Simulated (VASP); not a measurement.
# Hf (I4_1/amd) in VASP: relaxation of cell and atoms with PBE

Aim: the relaxation of cell and atoms of Hf with PBE.

Program: VASP 6.6.1. These are calculated values, not measurements. Logs are shortened: lines on timing, memory, paths and dates and some standing lists are left out, and cuts for length are marked.

### 1 The cell of the first run

Symmetry: I4_1/amd, No. 141, tetragonal system. The conventional cell has a = 4.352 Å, b = 4.352 Å, c = 2.388 Å, α = 90.00°, β = 90.00°, γ = 90.00°. Within 3.0 Å of Hf (site symmetry -4m2) lie 10 Hf at 2.26 to 2.82 Å.

### 2 Relaxation of cell and atoms, PBE, target pressure 250 GPa, at which the enthalpy is minimised

INCAR

```
SYSTEM = Hf
  ALGO = Normal
  EDIFF = 1E-7
  EDIFFG = -0.005
  ENCUT = 600
  GGA = PE
  IBRION = 2
  ISIF = 3
  ISMEAR = -1
  LASPH = .True.
  LCHARG = .False.
  LREAL = .False.
  LWAVE = .False.
  NELM = 60
  NSW = 32
  PREC = Accurate
  PSTRESS = 2500.0
  SIGMA = 0.1
```

KPOINTS

```
k-points
0
Gamma
  18 18 18
  0 0 0
```

POSCAR

```
Hf
1.0
   -2.1759697278      2.1759697278      1.1940748257
    2.1759697278     -2.1759697278      1.1940748257
    2.1759697278      2.1759697278     -1.1940748257
Hf
2
Direct
   -0.3750000000     -0.1250000000     -0.2500000000
    0.3750000000      0.1250000000      0.2500000000
```

Potentials or basis: VASP PAW PBE potentials, release 64 (Hf_pv).

The run is started by

```console
> cat potpaw_PBE.64/Hf_pv/POTCAR > POTCAR
> mpirun -np 1 vasp_std > vasp.out
```

OUTCAR:

```text
SYSTEM = Hf
   EDIFF = 1E-7
   EDIFFG = -0.005
   ENCUT = 600
   GGA = PE
   IBRION = 2
   ISIF = 3
   ISMEAR = -1
   LASPH = .True.
   LREAL = .False.
   NELM = 60
   NSW = 32
   PREC = Accurate
   PSTRESS = 2500.0

 ion  position               nearest neighbor table
   1  0.625  0.875  0.750-   2 2.26   2 2.26   2 2.26   2 2.26   2 2.82   2 2.82   2 2.82   2 2.82
                             2 3.69   2 3.69
   2  0.375  0.125  0.250-   1 2.26   1 2.26   1 2.26   1 2.26   1 2.82   1 2.82   1 2.82   1 2.82
                             1 3.69   1 3.69

  LATTYP: Found a body centered tetragonal cell.
 ALAT       =     4.3519394556
 C/A-ratio  =     0.5487552563

  Lattice vectors:

 A1 = (  -2.1759697278,   2.1759697278,   1.1940748257)
 A2 = (   2.1759697278,  -2.1759697278,   1.1940748257)
 A3 = (   2.1759697278,   2.1759697278,  -1.1940748257)

Analysis of symmetry for initial positions (statically):
=====================================================================
 Subroutine PRICEL returns:
 Original cell was already a primitive cell.

 Routine SETGRP: Setting up the symmetry group for a
 body centered tetragonal supercell.

 Subroutine GETGRP returns: Found 16 space group operations
 (whereof  4 operations were pure point group operations)
 out of a pool of 16 trial point group operations.

The static configuration has the point symmetry C_2h.
 The point group associated with its full space group is D_4h.

Analysis of symmetry for dynamics (positions and initial velocities):
=====================================================================
 Subroutine PRICEL returns:
 Original cell was already a primitive cell.

 Routine SETGRP: Setting up the symmetry group for a
 body centered tetragonal supercell.

 Subroutine GETGRP returns: Found 16 space group operations
 (whereof  4 operations were pure point group operations)
 out of a pool of 16 trial point group operations.

The dynamic configuration has the point symmetry C_2h.
 The point group associated with its full space group is D_4h.

 Subroutine INISYM returns: Found 16 space group operations
 (whereof  4 operations are pure point group operations),
 and found     1 'primitive' translations

----------------------------------------------------------------------------------------

                                     Primitive cell

  volume of cell :      22.6150

  direct lattice vectors                    reciprocal lattice vectors
    -2.175969728  2.175969728  1.194074826     0.000000000  0.229782608  0.418734228
     2.175969728 -2.175969728  1.194074826     0.229782608  0.000000000  0.418734228
     2.175969728  2.175969728 -1.194074826     0.229782608  0.229782608  0.000000000

  length of vectors
     3.300833713  3.300833713  3.300833713     0.477638358  0.477638358  0.324961681

  position of ions in fractional coordinates (direct lattice)
     0.625000000  0.875000000  0.750000000
     0.375000000  0.125000000  0.250000000

  ion indices of the primitive-cell ions
   primitive index   ion index
                 1           1
                 2           2

----------------------------------------------------------------------------------------

 KPOINTS: k-points

Automatic generation of k-mesh.
 Grid dimensions read from file:
 generate k-points for:   18   18   18

 Generating k-lattice:

  Cartesian coordinates                     Fractional coordinates (reciprocal lattice)
     0.000000000  0.012765700  0.023263013     0.055555556 -0.000000000  0.000000000
     0.012765700  0.000000000  0.023263013    -0.000000000  0.055555556  0.000000000
     0.012765700  0.012765700  0.000000000     0.000000000  0.000000000  0.055555556

  Length of vectors
     0.026535464  0.026535464  0.018053427

  Shift w.r.t. Gamma in fractional coordinates (k-lattice)
     0.000000000  0.000000000  0.000000000

 Subroutine IBZKPT returns following result:
 ===========================================

 Found    480 irreducible k-points:

 Following reciprocal coordinates:
            Coordinates               Weight
  0.000000  0.000000  0.000000      1.000000
  0.055556 -0.000000  0.000000      8.000000
  0.111111 -0.000000  0.000000      8.000000
  0.166667 -0.000000  0.000000      8.000000
  0.222222  0.000000  0.000000      8.000000
  0.277778 -0.000000  0.000000      8.000000
[... 16 lines left out ...]
 -0.277778  0.055556 -0.000000     16.000000
 -0.222222  0.055556 -0.000000     16.000000
 [... further k-points ...]
   k-points           NKPTS =    480   k-points in BZ     NKDIM =    480   number of bands    NBANDS=     14
   number of dos      NEDOS =    301   number of ions     NIONS =      2
   total plane-waves  NPLWV =  21952
   dimension x,y,z NGX =    28 NGY =   28 NGZ =   28
   dimension x,y,z NGXF=    56 NGYF=   56 NGZF=   56
   ions per type =               2
   NGX,Y,Z   is equivalent  to a cutoff of  14.10, 14.10, 14.10 a.u.
   NGXF,Y,Z  is equivalent  to a cutoff of  28.20, 28.20, 28.20 a.u.
 SYSTEM =  Hf
   PREC   = accura    normal or accurate (medium, high low for compatibility)
   ISTART =      0    job   : 0-new  1-cont  2-samecut
   ICHARG =      2    charge: 1-file 2-atom 10-const
   ISPIN  =      1    spin polarized calculation?
   LNONCOLLINEAR =      F non collinear calculations
   LSORBIT =      F    spin-orbit coupling
   LASPH  =      T    aspherical Exc in radial PAW
   ENCUT  =  600.0 eV  44.10 Ry    6.64 a.u.   6.59  6.59  6.59*2*pi/ulx,y,z
   NELM   =     60;   NELMIN=  2; NELMDL= -5     # of ELM steps
   EDIFF  = 0.1E-06   stopping-criterion for ELM
   LREAL  =      F    real-space projection
   EDIFFG = -.5E-02   stopping-criterion for IOM
   NSW    =     32    number of steps for IOM
   IBRION =      2    ionic relax: 0-MD 1-quasi-New 2-CG
   NFREE  =      1    steps in history (QN), initial steepest desc. (CG)
   ISIF   =      3    stress and relaxation
   ISYM   =      2    0-nonsym 1-usesym 2-fastsym
   POTIM  = 0.5000    time-step for ionic-motion
   TEBEG  =    0.0;   TEEND  =   0.0 temperature during run
   PSTRESS= 2500.0 pullay stress
   NELECT =      20.0000    total number of electrons
   NUPDOWN=      -1.0000    fix difference up-down
   EMIN   =  10.00;   EMAX   =-10.00  energy-range for DOS
   EFERMI =   0.00;   METHOD = LEGACY
   ISMEAR =    -1;   SIGMA  =   0.10  broadening in eV -4-tet -1-fermi 0-gaus
   EFERMI_NEDOS =   21; number of points for ismear=-14 and -15
   IALGO  =     38    algorithm
   IMIX   =      4    mixing-type and parameters
     AMIX     =   0.40;   BMIX     =  1.00
     AMIX_MAG =   1.60;   BMIX_MAG =  1.00
  volume/ion in A,a.u.               =      11.31        76.31
  Fermi-wavevector in a.u.,A,eV,Ry     =   1.571396  2.969509 33.596684  2.469287
  Thomas-Fermi vector in A             =   2.672987
   LORBIT       =      0    0 simple, 1 ext, 2 COOP (PROOUT), +10 PAW based schemes
   GGA     = PE    functional components
   LHFCALC =     F    Hartree Fock is set to
   AEXX    =    0.0000 exact exchange contribution
   IVDW    =     0    specifies the selected vdW correction
   LEPSILON=     F    determine dielectric tensor
   LRPA    =     F    only Hartree local field effects (RPA)
 conjugate gradient relaxation of ions
 non-spin polarized calculation
  energy-cutoff  :      600.00
  volume of cell :       22.62
 maximum number of plane-waves:       777
   NGX = 13   NGY = 13   NGZ = 13

--------------------------------------- Ionic step        1  -------------------------------------------

 number of electron      20.0000003 magnetization

 Free energy of the ion-electron system (eV)
  ---------------------------------------------------
  ext. energy  EPLUGINS =         0.00000000
  ---------------------------------------------------
  free energy    TOTEN  =        -8.65321620 eV

  energy without entropy =       -8.61419032  energy(sigma->0) =       -8.63370326

------------------------ aborting loop because EDIFF is reached ----------------------------------------

  FORCE on cell =-STRESS in cart. coord.  units (eV):
  Direction    XX          YY          ZZ          XY          YZ          ZX
  --------------------------------------------------------------------------------------
  -------------------------------------------------------------------------------------
  Total       34.4223190     34.4223190     34.7283893     -0.0000000      0.0000000      0.0000000
  in kB     2438.6724670   2438.6724670   2460.3562269     -0.0000000      0.0000000      0.0000000
  external PRESSURE =     -54.0996130 kB  Pullay stress =    2500.0000000 kB

 VOLUME and BASIS-vectors are now :
 -----------------------------------------------------------------------------
  energy-cutoff  :      600.00
  volume of cell :       22.62
      direct lattice vectors                 reciprocal lattice vectors
    -2.175969728  2.175969728  1.194074826     0.000000000  0.229782608  0.418734228
     2.175969728 -2.175969728  1.194074826     0.229782608  0.000000000  0.418734228
     2.175969728  2.175969728 -1.194074826     0.229782608  0.229782608  0.000000000
[... 160 lines left out ...]
  FREE ENERGIE OF THE ION-ELECTRON SYSTEM (eV)
  ---------------------------------------------------
  free  energy   TOTEN  =        -8.4422023346 eV

  energy  without entropy=       -8.4033125010  energy(sigma->0) =       -8.42275742

  enthalpy is  TOTEN    =        26.6322678542 eV   P V=       35.0744701889

--------------------------------------- Ionic step        6  -------------------------------------------

 number of electron      20.0000002 magnetization

 Free energy of the ion-electron system (eV)
  ---------------------------------------------------
  ext. energy  EPLUGINS =         0.00000000
  ---------------------------------------------------
  free energy    TOTEN  =        -8.43526596 eV

  energy without entropy =       -8.39649293  energy(sigma->0) =       -8.41587944

 E-fermi :  10.3368     XC(G=0): -14.8258

 val. band max:       10.3359743582   @ k =  -0.2222   0.3889   0.2222
 cond. band min:      10.3371750414   @ k =  -0.2778   0.3889   0.0556
 fundamental gap:      0.0012006832
 Fermi energy:        10.3367698292

 k-point     1 :       0.0000    0.0000    0.0000
  band No.  band energies     occupation
      1     -22.3582      2.00000
      2     -22.3582      2.00000
      3     -17.2096      2.00000
      4     -17.1352      2.00000
      5     -16.9800      2.00000
      6     -16.9800      2.00000
      7       1.9696      2.00000
      8       2.6726      2.00000
      9       7.0276      2.00000
     10       7.9500      2.00000
     11       9.3606      1.99988
     12      15.4913      0.00000
     13      15.4913      0.00000
     14      16.2073      0.00000

 k-point     2 :       0.0556   -0.0000    0.0000
  band No.  band energies     occupation
      1     -22.3473      2.00000
      2     -22.2995      2.00000
      3     -17.4156      2.00000
      4     -17.3267      2.00000
      5     -16.9913      2.00000
      6     -16.9731      2.00000
      7       2.0957      2.00000
      8       2.9449      2.00000
      9       7.1181      2.00000
     10       8.2731      2.00000
[... 362 lines left out ...]
 k-point    24 :      -0.2222    0.0556   -0.0000
  band No.  band energies     occupation
      1     -22.2968      2.00000
      2     -21.6657      2.00000
      3     -18.9293      2.00000
      4     -18.4162      2.00000
      5     -17.4902      2.00000
      6     -16.9264      2.00000
      7       3.3966      2.00000
      8       4.9834      2.00000
      9       7.5681      2.00000
     10       9.6487      1.99795
     11      10.1606      1.70682
     12      11.2703      0.00018
     13      13.5460      0.00000
     14      17.8613      0.00000

 [... further k-points ...]

------------------------ aborting loop because EDIFF is reached ----------------------------------------

  FORCE on cell =-STRESS in cart. coord.  units (eV):
  Direction    XX          YY          ZZ          XY          YZ          ZX
  --------------------------------------------------------------------------------------
  -------------------------------------------------------------------------------------
  Total       35.0670594     35.0670594     35.0673636     -0.0000000      0.0000000      0.0000000
  in kB     2499.9801616   2499.9801616   2500.0018436     -0.0000000      0.0000000      0.0000000
  external PRESSURE =      -0.0126111 kB  Pullay stress =    2500.0000000 kB

 VOLUME and BASIS-vectors are now :
 -----------------------------------------------------------------------------
  energy-cutoff  :      600.00
  volume of cell :       22.47
      direct lattice vectors                 reciprocal lattice vectors
    -2.169524250  2.169524250  1.193670223     0.000000000  0.230465274  0.418876161
     2.169524250 -2.169524250  1.193670223     0.230465274  0.000000000  0.418876161
     2.169524250  2.169524250 -1.193670223     0.230465274  0.230465274  0.000000000

 POSITION                                       TOTAL-FORCE (eV/Angst)
 -----------------------------------------------------------------------------------
      2.16952      1.08476      0.89525         0.000000     -0.000000      0.000000
      0.00000      1.08476      0.29842        -0.000000      0.000000     -0.000000
 -----------------------------------------------------------------------------------
    total drift:                                0.000000      0.000000     -0.000000

  FREE ENERGIE OF THE ION-ELECTRON SYSTEM (eV)
  ---------------------------------------------------
  free  energy   TOTEN  =        -8.4352659587 eV

  energy  without entropy=       -8.3964929272  energy(sigma->0) =       -8.41587944

  enthalpy is  TOTEN    =        26.6320717403 eV   P V=       35.0673376990

 reached required accuracy - stopping structural energy minimisation
```

It took 8.7 min on 1 thread of Oxide Virtual Turin-like, shared host; peak memory 0.28 GiB.

Results:

| Quantity | Value |
| --- | --- |
| Free energy | -8.4353 eV |
| Relaxed volume | 11.24 Å³/atom |
| Relaxed cell | a = 3.292 Å, b = 3.292 Å, c = 3.292 Å, α = 97.55°, β = 97.55°, γ = 137.48° |
| Space group after relaxing (to 0.1 Å) | I4_1/amd (No. 141) |
| Energy change on relaxing (the run minimises the enthalpy) | +109.0 meV/atom |
| Ionic steps | 6 |
| Pressure after relaxing | 250.0 GPa |
| Band gap on the k mesh | zero (bands 10 and 11 overlap by 3.35 eV) |

The path:
| step | energy change (eV) | largest force (eV/Å) | pressure (GPa) | volume (Å³) |
| --- | --- | --- | --- | --- |
| 1 | 0.0000 | 0.0000 | 244.59 | 22.62 |
| 2 | 2.0658 | 0.0000 | 296.63 | 21.39 |
| 3 | 0.2180 | 0.0000 | 249.98 | 22.47 |
| 4 | 0.2237 | 0.0000 | 250.12 | 22.47 |
| 5 | 0.2110 | 0.0000 | 249.85 | 22.48 |
| 6 | 0.2180 | 0.0000 | 250.00 | 22.47 |

Final structure:
```xyz
2
Lattice="-2.1695 2.1695 1.1937 2.1695 -2.1695 1.1937 2.1695 2.1695 -1.1937" Properties=species:S:1:pos:R:3 pbc="T T T"
Hf    2.1695    1.0848    0.8953
Hf    0.0000    1.0848    0.2984
```

Caveat: the cell is relaxed towards a set pressure, so the run minimises the enthalpy, not the energy; spin-orbit coupling is left out, which moves the levels of the heavy elements.
